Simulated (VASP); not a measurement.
# BN (R3m) in VASP: further runs

The runs below take BN through electric field gradients, with LDA.

Program: VASP 6.6.1. These are calculated values, not measurements. Logs are shortened: lines on timing, memory, paths and dates and some standing lists are left out, and cuts for length are marked.

## 1. The cell of the first run

Symmetry: R3m, No. 160, trigonal system. The conventional cell has a = 2.569 Å, b = 2.569 Å, c = 6.199 Å, α = 90.00°, β = 90.00°, γ = 120.00°. Within 2.1 Å of B (site symmetry 3m) lie 4 N at 1.55 to 1.57 Å. N (site symmetry 3m) has 4 B at 1.55 to 1.57 Å within 2.1 Å.

## 2. Electric field gradients, LDA (equal xy, yz and zx shear strains of -1 %)

The input, INCAR:

```
SYSTEM = BN
PREC = Accurate ; ENCUT = 520
EDIFF = 1E-8 ; ISMEAR = -1
SIGMA = 0.02 ; LREAL = .FALSE.
LASPH = .TRUE. ; NELM = 60
ALGO = Normal ; ISIF = 2
LWAVE = .FALSE. ; LCHARG = .FALSE.
GGA = CA ; LEFG = .TRUE.
NBANDS = 11
```

The input, KPOINTS:

```
Automatic mesh
0
G
  11 11 11
  0 0 0
```

The input, POSCAR:

```
BN
1.0
   -0.0180750000      1.7984625000      1.7984625000
    1.7984625000     -0.0180750000      1.7984625000
    1.7984625000      1.7984625000     -0.0180750000
B N
1 1
Direct
    0.0000000000      0.0000000000      0.0000000000
    0.7500000000      0.7500000000      0.7500000000
```

Potentials or basis: VASP PAW LDA potentials, release 64 (B, N).

On the command line:

```
$ cat potpaw_LDA.64/B/POTCAR potpaw_LDA.64/N/POTCAR > POTCAR
$ mpirun -np 1 vasp_std > vasp.out
```

OUTCAR:

```text
SYSTEM = BN
   PREC = Accurate
   ENCUT = 520
   EDIFF = 1E-8
   ISMEAR = -1
   LREAL = .FALSE.
   LASPH = .TRUE.
   NELM = 60
   ISIF = 2
   GGA = CA

 ion  position               nearest neighbor table
   1  0.000  0.000  0.000-   2 1.55   2 1.57   2 1.57   2 1.57
   2  0.750  0.750  0.750-   1 1.55   1 1.57   1 1.57   1 1.57

  LATTYP: Found a trigonal (rhomboedric) cell.
 ALAT       =     2.5434742840
 COS(alpha) =     0.4899250057

  Lattice vectors:

 A1 = (  -0.0180750000,   1.7984625000,   1.7984625000)
 A2 = (   1.7984625000,  -0.0180750000,   1.7984625000)
 A3 = (   1.7984625000,   1.7984625000,  -0.0180750000)

Analysis of symmetry for initial positions (statically):
=====================================================================
 Subroutine PRICEL returns:
 Original cell was already a primitive cell.

 Routine SETGRP: Setting up the symmetry group for a
 trigonal (rhombohedral) supercell.

 Subroutine GETGRP returns: Found  6 space group operations
 (whereof  6 operations were pure point group operations)
 out of a pool of 12 trial point group operations.

The static configuration has the point symmetry C_3v.

Analysis of symmetry for dynamics (positions and initial velocities):
=====================================================================
 Subroutine PRICEL returns:
 Original cell was already a primitive cell.

 Routine SETGRP: Setting up the symmetry group for a
 trigonal (rhombohedral) supercell.

 Subroutine GETGRP returns: Found  6 space group operations
 (whereof  6 operations were pure point group operations)
 out of a pool of 12 trial point group operations.

The dynamic configuration has the point symmetry C_3v.

 Subroutine INISYM returns: Found  6 space group operations
 (whereof  6 operations are pure point group operations),
 and found     1 'primitive' translations

----------------------------------------------------------------------------------------

                                     Primitive cell

  volume of cell :      11.8095

  direct lattice vectors                    reciprocal lattice vectors
    -0.018075000  1.798462500  1.798462500    -0.273858782  0.276639074  0.276639074
     1.798462500 -0.018075000  1.798462500     0.276639074 -0.273858782  0.276639074
     1.798462500  1.798462500 -0.018075000     0.276639074  0.276639074 -0.273858782

  length of vectors
     2.543474284  2.543474284  2.543474284     0.477553125  0.477553125  0.477553125

  position of ions in fractional coordinates (direct lattice)
     0.000000000  0.000000000  0.000000000
     0.750000000  0.750000000  0.750000000

  ion indices of the primitive-cell ions
   primitive index   ion index
                 1           1
                 2           2

----------------------------------------------------------------------------------------

 KPOINTS: Automatic mesh

Automatic generation of k-mesh.
 Grid dimensions read from file:
 generate k-points for:   11   11   11

 Generating k-lattice:

  Cartesian coordinates                     Fractional coordinates (reciprocal lattice)
    -0.024896253  0.025149007  0.025149007     0.090909091  0.000000000  0.000000000
     0.025149007 -0.024896253  0.025149007     0.000000000  0.090909091  0.000000000
     0.025149007  0.025149007 -0.024896253     0.000000000  0.000000000  0.090909091

  Length of vectors
     0.043413920  0.043413920  0.043413920

  Shift w.r.t. Gamma in fractional coordinates (k-lattice)
     0.000000000  0.000000000  0.000000000

 Subroutine IBZKPT returns following result:
 ===========================================

 Found    146 irreducible k-points:

 Following reciprocal coordinates:
            Coordinates               Weight
  0.000000  0.000000  0.000000      1.000000
  0.090909  0.000000  0.000000      6.000000
  0.181818 -0.000000 -0.000000      6.000000
  0.272727  0.000000  0.000000      6.000000
  0.363636 -0.000000  0.000000      6.000000
  0.454545  0.000000  0.000000      6.000000
[... 16 lines left out ...]
 -0.272727  0.181818  0.000000     12.000000
 -0.181818  0.181818  0.000000      6.000000
 [... further k-points ...]
   k-points           NKPTS =    146   k-points in BZ     NKDIM =    146   number of bands    NBANDS=     11
   number of dos      NEDOS =    301   number of ions     NIONS =      2
   total plane-waves  NPLWV =   8000
   dimension x,y,z NGX =    20 NGY =   20 NGZ =   20
   dimension x,y,z NGXF=    40 NGYF=   40 NGZF=   40
   ions per type =               1   1
   NGX,Y,Z   is equivalent  to a cutoff of  13.07, 13.07, 13.07 a.u.
   NGXF,Y,Z  is equivalent  to a cutoff of  26.14, 26.14, 26.14 a.u.
 SYSTEM =  BN
   PREC   = accura    normal or accurate (medium, high low for compatibility)
   ISTART =      0    job   : 0-new  1-cont  2-samecut
   ICHARG =      2    charge: 1-file 2-atom 10-const
   ISPIN  =      1    spin polarized calculation?
   LNONCOLLINEAR =      F non collinear calculations
   LSORBIT =      F    spin-orbit coupling
   LASPH  =      T    aspherical Exc in radial PAW
   ENCUT  =  520.0 eV  38.22 Ry    6.18 a.u.   4.73  4.73  4.73*2*pi/ulx,y,z
   NELM   =     60;   NELMIN=  2; NELMDL= -5     # of ELM steps
   EDIFF  = 0.1E-07   stopping-criterion for ELM
   LREAL  =      F    real-space projection
   EDIFFG = 0.1E-06   stopping-criterion for IOM
   NSW    =      0    number of steps for IOM
   IBRION =     -1    ionic relax: 0-MD 1-quasi-New 2-CG
   NFREE  =      0    steps in history (QN), initial steepest desc. (CG)
   ISIF   =      2    stress and relaxation
   ISYM   =      2    0-nonsym 1-usesym 2-fastsym
   POTIM  = 0.5000    time-step for ionic-motion
   TEBEG  =    0.0;   TEEND  =   0.0 temperature during run
   PSTRESS=    0.0 pullay stress
   NELECT =       8.0000    total number of electrons
   NUPDOWN=      -1.0000    fix difference up-down
   EMIN   =  10.00;   EMAX   =-10.00  energy-range for DOS
   EFERMI =   0.00;   METHOD = LEGACY
   ISMEAR =    -1;   SIGMA  =   0.02  broadening in eV -4-tet -1-fermi 0-gaus
   EFERMI_NEDOS =   21; number of points for ismear=-14 and -15
   IALGO  =     38    algorithm
   IMIX   =      4    mixing-type and parameters
     AMIX     =   0.40;   BMIX     =  1.00
     AMIX_MAG =   1.60;   BMIX_MAG =  1.00
  volume/ion in A,a.u.               =       5.90        39.85
  Fermi-wavevector in a.u.,A,eV,Ry     =   1.437785  2.717021 28.126331  2.067227
  Thomas-Fermi vector in A             =   2.556825
   LORBIT       =      0    0 simple, 1 ext, 2 COOP (PROOUT), +10 PAW based schemes
   GGA     = CA    functional components
   LHFCALC =     F    Hartree Fock is set to
   AEXX    =    0.0000 exact exchange contribution
   IVDW    =     0    specifies the selected vdW correction
   LEPSILON=     F    determine dielectric tensor
   LRPA    =     F    only Hartree local field effects (RPA)
 non-spin polarized calculation
  energy-cutoff  :      520.00
  volume of cell :       11.81
 maximum number of plane-waves:       331
   NGX =  9   NGY =  9   NGZ =  9

 number of electron       8.0000000 magnetization

 Free energy of the ion-electron system (eV)
  ---------------------------------------------------
  ext. energy  EPLUGINS =         0.00000000
  ---------------------------------------------------
  free energy    TOTEN  =       -19.39959978 eV

  energy without entropy =      -19.39959978  energy(sigma->0) =      -19.39959978

 E-fermi :   7.9365     XC(G=0): -13.1050

 val. band max:        7.4236547905   @ k =   0.0000   0.0000   0.0000
 cond. band min:      11.8321963510   @ k =   0.4545   0.4545   0.0000
 fundamental gap:      4.4085415605
 Fermi energy:         7.9364613858

 k-point     1 :       0.0000    0.0000    0.0000
  band No.  band energies     occupation
      1     -12.6811      2.00000
      2       7.3723      2.00000
      3       7.3723      2.00000
      4       7.4237      2.00000
      5      15.9391      0.00000
      6      15.9391      0.00000
      7      16.2682      0.00000
      8      17.9136      0.00000
      9      31.8809      0.00000
     10      35.1813      0.00000
     11      35.1813      0.00000
[... 309 lines left out ...]
 k-point    24 :      -0.1818    0.1818    0.0000
  band No.  band energies     occupation
      1     -10.6318      2.00000
      2       1.8769      2.00000
      3       3.6017      2.00000
      4       6.3588      2.00000
      5      17.7981      0.00000
      6      18.1825      0.00000
      7      18.3947      0.00000
      8      20.7960      0.00000
      9      28.6886      0.00000
     10      29.3845      0.00000
     11      33.8906      0.00000

 [... further k-points ...]
[... 5 lines left out ...]
  --------------------------------------------------------------------------------------
  -------------------------------------------------------------------------------------
  Total       -0.7337556     -0.7337556     -0.7337556      0.3333883      0.3333883      0.3333883
  in kB      -99.5473737    -99.5473737    -99.5473737     45.2302238     45.2302238     45.2302238
  external PRESSURE =     -99.5473737 kB  Pullay stress =       0.0000000 kB

 VOLUME and BASIS-vectors are now :
 -----------------------------------------------------------------------------
  energy-cutoff  :      520.00
  volume of cell :       11.81
      direct lattice vectors                 reciprocal lattice vectors
    -0.018075000  1.798462500  1.798462500    -0.273858782  0.276639074  0.276639074
     1.798462500 -0.018075000  1.798462500     0.276639074 -0.273858782  0.276639074
     1.798462500  1.798462500 -0.018075000     0.276639074  0.276639074 -0.273858782

 POSITION                                       TOTAL-FORCE (eV/Angst)
 -----------------------------------------------------------------------------------
      0.00000      0.00000      0.00000         0.021782      0.021782      0.021782
      2.68414      2.68414      2.68414        -0.021782     -0.021782     -0.021782
 -----------------------------------------------------------------------------------
    total drift:                                0.000000      0.000000      0.000000

  FREE ENERGIE OF THE ION-ELECTRON SYSTEM (eV)
  ---------------------------------------------------
  free  energy   TOTEN  =       -19.3995997758 eV

  energy  without entropy=      -19.3995997758  energy(sigma->0) =      -19.39959978

 Electric field gradients (V/A^2)
---------------------------------------------------------------------
 ion       V_xx      V_yy      V_zz      V_xy      V_xz      V_yz
---------------------------------------------------------------------
   1       0.000    -0.000     0.000    -0.635    -0.635    -0.635
   2      -0.000     0.000    -0.000    -1.653    -1.653    -1.653
---------------------------------------------------------------------

 Electric field gradients after diagonalization (V/A^2)
 (convention: |V_zz| > |V_xx| > |V_yy|)
----------------------------------------------------------------------
 ion       V_xx      V_yy      V_zz     asymmetry (V_yy - V_xx)/ V_zz
----------------------------------------------------------------------
   1       0.635     0.635    -1.269       0.000
   2       1.653     1.653    -3.306       0.000
----------------------------------------------------------------------

           NMR quadrupolar parameters

 Cq : quadrupolar parameter    Cq=e*Q*V_zz/h
 eta: asymmetry parameters     (V_yy - V_xx)/ V_zz
 Q  : nuclear electric quadrupole moment in mb (millibarn)
----------------------------------------------------------------------
 ion       Cq(MHz)       eta       Q (mb)
----------------------------------------------------------------------
   1      -0.003       0.000       1.000
   2      -0.008       0.000       1.000
----------------------------------------------------------------------
```

It took 6.8 s on 1 thread of Intel Xeon 6975P-C (Granite Rapids), shared host; peak memory 0.12 GiB.

What came out:

- Free energy: -19.3996 eV
- Pressure: -10.0 GPa
- Largest force: 0.038 eV/Å
- Band gap on the k mesh: 4.41 eV, indirect (least direct gap 8.52 eV)

Forces in eV/Å, atoms in the order of the input:
```
B    0.022  0.022  0.022
N   -0.022 -0.022 -0.022
```

Levels at points of the mesh, in eV from the valence-band top:
| k point | band 2 | band 3 | band 4 | band 5 | band 6 | band 7 |
| --- | --- | --- | --- | --- | --- | --- |
| (0.00, 0.00, 0.00) | -0.05 | -0.05 | 0.00 | 8.52 | 8.52 | 8.84 |

Electric field gradients, principal values (V/Å²):
| atom | least | middle | greatest (by size) |
| --- | --- | --- | --- |
| 1 B | 0.635 | 0.635 | -1.269 |
| 2 N | 1.653 | 1.653 | -3.306 |

Caveat: the cell differs from its parent crystal (equal xy, yz and zx shear strains of -1 %); without QUAD_EFG the Cq values of the log hold for a quadrupole moment of 1 mb, not for the nuclei. A k mesh can miss the band edges.

## 3. Electric field gradients, LDA (equal xy, yz and zx shear strains of -1 %)

The input, INCAR:

```
SYSTEM = BN
PREC     = Accurate       ! precision mode
ENCUT    = 520            ! plane-wave cutoff, eV
EDIFF    = 1E-8           ! SCF threshold, eV
ISMEAR   = -1             ! smearing method
SIGMA    = 0.02           ! smearing width, eV
LREAL    = .FALSE.        ! projectors in reciprocal space
LASPH    = .TRUE.         ! aspherical terms in the spheres
NELM     = 60             ! most SCF steps
ALGO     = Normal         ! electronic algorithm
ISIF     = 2              ! what is computed and relaxed
LWAVE    = .FALSE.        ! write WAVECAR
LCHARG   = .FALSE.        ! write CHGCAR
LEFG     = .TRUE.       
NBANDS   = 11             ! bands
```

KPOINTS is that of step 2.

POSCAR is that of step 2.

Potentials or basis: VASP PAW LDA potentials, release 64 (B, N).

On the command line:

```
$ cat potpaw_LDA.64/B/POTCAR potpaw_LDA.64/N/POTCAR > POTCAR
$ mpirun -np 1 vasp_std > vasp.out
```

OUTCAR:

```text
SYSTEM = BN
   PREC = Accurate
   ENCUT = 520
   EDIFF = 1E-8
   ISMEAR = -1
   LREAL = .FALSE.
   LASPH = .TRUE.
   NELM = 60
   ISIF = 2

 ion  position               nearest neighbor table
   1  0.000  0.000  0.000-   2 1.55   2 1.57   2 1.57   2 1.57
   2  0.750  0.750  0.750-   1 1.55   1 1.57   1 1.57   1 1.57

  LATTYP: Found a trigonal (rhomboedric) cell.
 ALAT       =     2.5434742840
 COS(alpha) =     0.4899250057

  Lattice vectors:

 A1 = (  -0.0180750000,   1.7984625000,   1.7984625000)
 A2 = (   1.7984625000,  -0.0180750000,   1.7984625000)
 A3 = (   1.7984625000,   1.7984625000,  -0.0180750000)

Analysis of symmetry for initial positions (statically):
=====================================================================
 Subroutine PRICEL returns:
 Original cell was already a primitive cell.

 Routine SETGRP: Setting up the symmetry group for a
 trigonal (rhombohedral) supercell.

[... 524 lines left out ...]
      direct lattice vectors                 reciprocal lattice vectors
    -0.018075000  1.798462500  1.798462500    -0.273858782  0.276639074  0.276639074
     1.798462500 -0.018075000  1.798462500     0.276639074 -0.273858782  0.276639074
     1.798462500  1.798462500 -0.018075000     0.276639074  0.276639074 -0.273858782

 POSITION                                       TOTAL-FORCE (eV/Angst)
 -----------------------------------------------------------------------------------
      0.00000      0.00000      0.00000         0.021782      0.021782      0.021782
      2.68414      2.68414      2.68414        -0.021782     -0.021782     -0.021782
 -----------------------------------------------------------------------------------
    total drift:                                0.000000      0.000000      0.000000

  FREE ENERGIE OF THE ION-ELECTRON SYSTEM (eV)
  ---------------------------------------------------
  free  energy   TOTEN  =       -19.3995997758 eV

  energy  without entropy=      -19.3995997758  energy(sigma->0) =      -19.39959978

 Electric field gradients (V/A^2)
---------------------------------------------------------------------
 ion       V_xx      V_yy      V_zz      V_xy      V_xz      V_yz
---------------------------------------------------------------------
   1       0.000    -0.000     0.000    -0.635    -0.635    -0.635
   2      -0.000     0.000    -0.000    -1.653    -1.653    -1.653
---------------------------------------------------------------------

 Electric field gradients after diagonalization (V/A^2)
 (convention: |V_zz| > |V_xx| > |V_yy|)
----------------------------------------------------------------------
 ion       V_xx      V_yy      V_zz     asymmetry (V_yy - V_xx)/ V_zz
----------------------------------------------------------------------
   1       0.635     0.635    -1.269       0.000
   2       1.653     1.653    -3.306       0.000
----------------------------------------------------------------------

           NMR quadrupolar parameters

 Cq : quadrupolar parameter    Cq=e*Q*V_zz/h
 eta: asymmetry parameters     (V_yy - V_xx)/ V_zz
 Q  : nuclear electric quadrupole moment in mb (millibarn)
----------------------------------------------------------------------
 ion       Cq(MHz)       eta       Q (mb)
----------------------------------------------------------------------
   1      -0.003       0.000       1.000
   2      -0.008       0.000       1.000
----------------------------------------------------------------------
```

stdout:

```text
POSCAR found type information on POSCAR B N
 POSCAR found :  2 types and       2 ions
 scaLAPACK will be used
 LDA part: xc-table for (Slater(with rela. corr.)+CA(PZ))
 , standard interpolation
 POSCAR, INCAR and KPOINTS ok, starting setup
 FFT: planning ... GRIDC
 FFT: planning ... GRID_SOFT
 FFT: planning ... GRID
 WAVECAR not read
 entering main loop
ion   1

ion   2
```

Wall time 7 s (1 thread of Intel Xeon 6975P-C (Granite Rapids), shared host); peak memory 0.12 GiB.

Results:

- Free energy: -19.3996 eV
- Pressure: -10.0 GPa
- Largest force: 0.038 eV/Å
- Band gap on the k mesh: 4.41 eV, indirect (least direct gap 8.52 eV)

Forces in eV/Å, atoms in the order of the input:
```
B    0.022  0.022  0.022
N   -0.022 -0.022 -0.022
```

Levels at points of the mesh, in eV from the valence-band top:
```
           k point  band 1  band 2  band 3  band 4  band 5  band 6  band 7  band 8
(0.00, 0.00, 0.00)  -20.10   -0.05   -0.05    0.00    8.52    8.52    8.84   10.49
```

Electric field gradients, principal values (V/Å²):
```csv
atom,least,middle,greatest (by size)
1 B,0.635,0.635,-1.269
2 N,1.653,1.653,-3.306
```

Caveat: the cell differs from its parent crystal (equal xy, yz and zx shear strains of -1 %); without QUAD_EFG the Cq values of the log hold for a quadrupole moment of 1 mb, not for the nuclei. A k mesh can miss the band edges.

(Continued in part 2 of 2.)
